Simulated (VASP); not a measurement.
Set up this calculation in VASP 6.6.1, as the native input.

| Property | Result |
| --- | --- |
| Task | single point |
| Functional | PBE |
| Potentials or basis | VASP PAW PBE potentials, release 64 (Hf_pv, S) |
| Cutoff | 520 eV |
| k mesh | 3 × 3 × 4 |
| Occupations | gaussian, width 0.2 eV |
| Spin | no spin polarisation |
| Dipole correction | no |
| Further INCAR settings | ALGO = Normal; EDIFF = 1e-06; NBANDS = 40 |

The structure of Hf3S5 lies in POSCAR:

```
Hf3S5
1.0
    7.1630858279      0.0000000000      0.0000000000
   -3.5815429140      6.2034142965      0.0000000000
    0.0000000000      0.0000000000      3.1490243827
Hf S
3 5
Direct
    0.0000000000      0.6571544131      0.0000000000
    0.3428455869      0.3428455869      0.0000000000
    0.6571544131      0.0000000000      0.0000000000
    0.6666666667      0.3333333333      0.5000000000
    0.3333333333      0.6666666667      0.5000000000
    0.0000000000      0.2438558566      0.5000000000
    0.2438558566      0.0000000000      0.5000000000
    0.7561441434      0.7561441434      0.5000000000
```

The cell was generated, and may not be a known phase.

The input as run:

INCAR

```
SYSTEM = Hf3S5
PREC     = Accurate       ! precision mode
ENCUT    = 520            ! plane-wave cutoff, eV
EDIFF    = 1E-6           ! SCF threshold, eV
ISMEAR   = 0              ! smearing method
SIGMA    = 0.2            ! smearing width, eV
LREAL    = .FALSE.        ! projectors in reciprocal space
LASPH    = .TRUE.         ! aspherical terms in the spheres
NELM     = 80             ! most SCF steps
ALGO     = Normal         ! electronic algorithm
ISIF     = 2              ! what is computed and relaxed
LWAVE    = .FALSE.        ! write WAVECAR
LCHARG   = .TRUE.         ! write CHGCAR
GGA      = PE             ! functional
LELF     = .TRUE.         ! ELF
LVHAR    = .TRUE.       
NBANDS   = 40             ! bands
```

KPOINTS

```
Automatic mesh
0
G
  3 3 4
  0 0 0
```

Potentials or basis: VASP PAW PBE potentials, release 64 (Hf_pv, S).

Launch:

```sh
$ cat potpaw_PBE.64/Hf_pv/POTCAR potpaw_PBE.64/S/POTCAR > POTCAR
$ mpirun -np 1 vasp_std > vasp.out
```

It gave:

| Item | Value |
| --- | --- |
| Pressure | -1.3 GPa |
| Largest force | 0.074 eV/Å |
| Band gap on the k mesh | zero (bands 30 and 31 overlap by 1.54 eV) |

Caveat: the k points lie up to 0.50 Å⁻¹ apart, too coarse for converged energies and pressures of a metal; spin-orbit coupling is left out, which moves the levels of the heavy elements.

Run time: 110 s on 1 thread of Intel Xeon 8259CL, on a shared host, peak memory 0.26 GiB.
